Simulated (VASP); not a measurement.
# Zn18O17 (a cell with a defect) in VASP: notebook, part 2 of 2

VASP 6.6.1.

## 3. Single point, PBEsol

INCAR

```
SYSTEM = Zn18O17
PREC = Accurate ; ENCUT = 520
EDIFF = 1E-6 ; ISMEAR = 0
SIGMA = 0.01 ; LREAL = Auto
LASPH = .True. ; NELM = 100
ALGO = Normal ; ISIF = 2
LWAVE = .False. ; LCHARG = .False.
GGA = PS ; NBANDS = 182
NELECT = 316.0
```

KPOINTS

```
Automatic mesh
0
Gamma
  2 2 2
  0.5 0.5 0.5
```

POSCAR

```
Zn18O17
1.0
    0.0000000000      5.5953444182     -5.2140755750
    4.8457104091     -2.7976722091     -5.2140755750
   -4.8457104091     -2.7976722091     -5.2140755750
Zn O
18 17
Direct
    0.9769189281      0.3098335137      0.3091831495
    0.2788418155      0.9429465862      0.2779332076
    0.9456614389      0.6117456151      0.9422981218
    0.6100372560      0.6117534928      0.2779311622
    0.2788358595      0.2785761033      0.9422954410
    0.9456720520      0.9429485151      0.6110976474
    0.6106329800      0.9435458286      0.9429016372
    0.2752398138      0.6081520527      0.6075022374
    0.6100335013      0.2785843319      0.6110994658
    0.2299035897      0.2184891772      0.5621581047
    0.5506957406      0.8836047154      0.5559571942
    0.2299016627      0.5628023380      0.2178274715
    0.8855654852      0.5628095998      0.5621591949
    0.5038689411      0.2357088790      0.2350557433
    0.2237026529      0.8835942334      0.8829427471
    0.9028071849      0.8367697431      0.2350587809
    0.5506868293      0.5566151552      0.8829478246
    0.9027937490      0.2357017101      0.8361253179
    0.1527980893      0.8229089239      0.1472900316
    0.8150301401      0.4856933024      0.8222621321
    0.4900066208      0.4857006336      0.1472923173
    0.1527871639      0.1479392045      0.8222595947
    0.8150381785      0.8229107649      0.4850481772
    0.4854672832      0.8183782417      0.8177224179
    0.1467005689      0.4796169460      0.4789622106
    0.4900029320      0.1479444429      0.4850480545
    0.0993362017      0.0943285432      0.4315935212
    0.4269073420      0.7598173504      0.4275192433
    0.0993308986      0.4322431152      0.0936736466
    0.7614131218      0.4322460193      0.4315931560
    0.4300067103      0.0950197612      0.0943695934
    0.0952481885      0.7598126067      0.7591674599
    0.7621077450      0.7629246928      0.0943716563
    0.4269010222      0.4281669509      0.7591680347
    0.7621007226      0.0950150134      0.7622698225
```

Potentials or basis: VASP PAW PBE potentials, release 64 (Zn, O).

On the command line:

```
$ cat potpaw_PBE.64/Zn/POTCAR potpaw_PBE.64/O/POTCAR > POTCAR
$ mpirun -np 1 vasp_std > vasp.out
```

OUTCAR:

```text
SYSTEM = Zn18O17
   PREC = Accurate
   ENCUT = 520
   EDIFF = 1E-6
   ISMEAR = 0
   LREAL = Auto
   LASPH = .True.
   NELM = 100
   ISIF = 2
   GGA = PS
   NELECT = 316.0

 ion  position               nearest neighbor table
   1  0.977  0.310  0.309-  30 1.90  27 1.90  29 1.90  12 2.90  13 2.90  10 2.90
   2  0.279  0.943  0.278-  28 1.95  19 1.96  27 1.97  31 1.98  14 3.02
   3  0.946  0.612  0.942-  32 1.95  20 1.96  29 1.97  33 1.98  16 3.02
   4  0.610  0.612  0.278-  28 1.95  21 1.96  30 1.97  33 1.98  16 3.02
   5  0.279  0.279  0.942-  34 1.95  22 1.96  29 1.97  31 1.98  14 3.02
[... 967 lines left out ...]
  Total       -4.5854922     -4.5905237     -4.7118574     -0.0022933      0.0025135      0.0019184
  in kB      -17.3226242    -17.3416316    -17.7999944     -0.0086634      0.0094951      0.0072470
  external PRESSURE =     -17.4880834 kB  Pullay stress =       0.0000000 kB

 VOLUME and BASIS-vectors are now :
 -----------------------------------------------------------------------------
  energy-cutoff  :      520.00
  volume of cell :      424.11
      direct lattice vectors                 reciprocal lattice vectors
     0.000000000  5.595344418 -5.214075575     0.000000000  0.119146672 -0.063929517
     4.845710409 -2.797672209 -5.214075575     0.103184045 -0.059573336 -0.063929517
    -4.845710409 -2.797672209 -5.214075575    -0.103184045 -0.059573336 -0.063929517

 POSITION                                       TOTAL-FORCE (eV/Angst)
 -----------------------------------------------------------------------------------
      0.00315      3.73439     -8.32133        -0.000118     -0.000396      0.026628
      3.22246     -1.85541     -7.81966         0.003651     -0.002617      0.001509
     -1.60176      0.94360    -13.03365        -0.004014     -0.002237      0.000525
      1.61761      0.92432     -7.81966        -0.000074      0.004043      0.001494
     -3.21619     -1.85542     -7.81959        -0.003973     -0.002650      0.000547
      1.60805      0.94365    -13.03372         0.003816     -0.002498      0.001157
[... 27 lines left out ...]
     -1.60394     -0.93312     -8.41675         0.001517     -0.000213     -0.001979
     -3.23332      1.86581     -8.44360        -0.013999     -0.008743      0.027061
 -----------------------------------------------------------------------------------
    total drift:                                0.002722      0.000535      0.009445

  FREE ENERGIE OF THE ION-ELECTRON SYSTEM (eV)
  ---------------------------------------------------
  free  energy   TOTEN  =      -169.5302532825 eV

  energy  without entropy=     -169.5302532825  energy(sigma->0) =     -169.53025328
```

Wall time 7.3 min (1 thread of Intel Xeon 6975P-C (Granite Rapids), shared host); peak memory 0.58 GiB.

What came out:

```yaml
Free_energy: -169.5303 eV
Largest_force: 0.040 eV/Å
```

Forces in eV/Å, atoms in the order of the input:
```
Zn   0.000  0.000  0.027
Zn   0.004 -0.003  0.002
Zn  -0.004 -0.002  0.001
Zn   0.000  0.004  0.001
Zn  -0.004 -0.003  0.001
Zn   0.004 -0.002  0.001
Zn   0.000  0.000 -0.007
Zn   0.000  0.000  0.005
Zn   0.000  0.004  0.001
Zn   0.007 -0.004  0.002
Zn  -0.002 -0.001  0.002
Zn  -0.008 -0.004  0.001
Zn   0.000  0.009  0.001
Zn   0.000  0.036 -0.011
Zn   0.000  0.000  0.001
Zn   0.032 -0.018 -0.011
Zn   0.001 -0.001  0.001
Zn  -0.031 -0.018 -0.011
O    0.027  0.024 -0.018
O    0.006 -0.033 -0.017
O    0.034  0.011 -0.018
O   -0.026  0.023 -0.018
O   -0.007 -0.032 -0.018
O   -0.001 -0.001 -0.008
O    0.000  0.000  0.000
O   -0.032  0.010 -0.017
O   -0.025  0.015  0.009
O   -0.002  0.000 -0.001
O    0.023  0.014  0.009
O    0.000 -0.029  0.009
O   -0.001  0.017  0.030
O    0.000  0.003 -0.001
O    0.016 -0.010  0.029
O    0.002  0.000 -0.002
O   -0.014 -0.009  0.027
```

Caveat: the cell carries a net charge on a neutralising background, which shifts energy and pressure; the cell is charged against a uniform background, so pressure and absolute levels hang on convention; the PAW data sets were made with another functional, which shifts forces and pressure a little.
